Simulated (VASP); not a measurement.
Wanted: the native input for a VASP 6.6.1 run.

```yaml
Task: single point
Functional: PBEsol
Potentials_or_basis: VASP PAW PBE potentials, release 64 (Ca_sv, O)
Cutoff: 520 eV
k_mesh: 12 × 12 × 12
Occupations: gaussian, width 0.05 eV
Spin: no spin polarisation
Dipole_correction: no
Further_INCAR_settings: ALGO = Normal; EDIFF = 1e-07; NBANDS = 15
```

The structure of CaO lies in POSCAR:

```
CaO
1.0
    0.0000000000      2.4154225699      2.4154225699
    2.4154225699      0.0000000000      2.4154225699
    2.4154225699      2.4154225699      0.0000000000
Ca O
1 1
Direct
    0.5000000000      0.5000000000      0.5000000000
    0.0000000000      0.0000000000      0.0000000000
```

One way to write it, as run:

INCAR

```
SYSTEM = CaO
ALGO = Normal
EDIFF = 1E-7
ENCUT = 520
GGA = PS
ISIF = 2
ISMEAR = 0
LASPH = .True.
LCHARG = .False.
LREAL = .False.
LWAVE = .False.
NBANDS = 15
NELM = 80
PREC = Accurate
SIGMA = 0.05
```

KPOINTS

```
k-points
0
Gamma
  12 12 12
  0 0 0
```

Potentials or basis: VASP PAW PBE potentials, release 64 (Ca_sv, O).

Run with:

```bash
$ cat potpaw_PBE.64/Ca_sv/POTCAR potpaw_PBE.64/O/POTCAR > POTCAR
$ mpirun -np 1 vasp_std > vasp.out
```

It gave:

```json
{
 "Pressure": "-3.7 GPa",
 "Band gap on the k mesh": "3.54 eV, indirect (least direct gap 3.92 eV)"
}
```

Caveat: the PAW data sets were made with another functional, which shifts forces and pressure a little.

Run time: 19 s on 1 thread of Intel(R) Xeon(R) Platinum 8488C (Sapphire Rapids), on a shared host, peak memory 0.17 GiB.
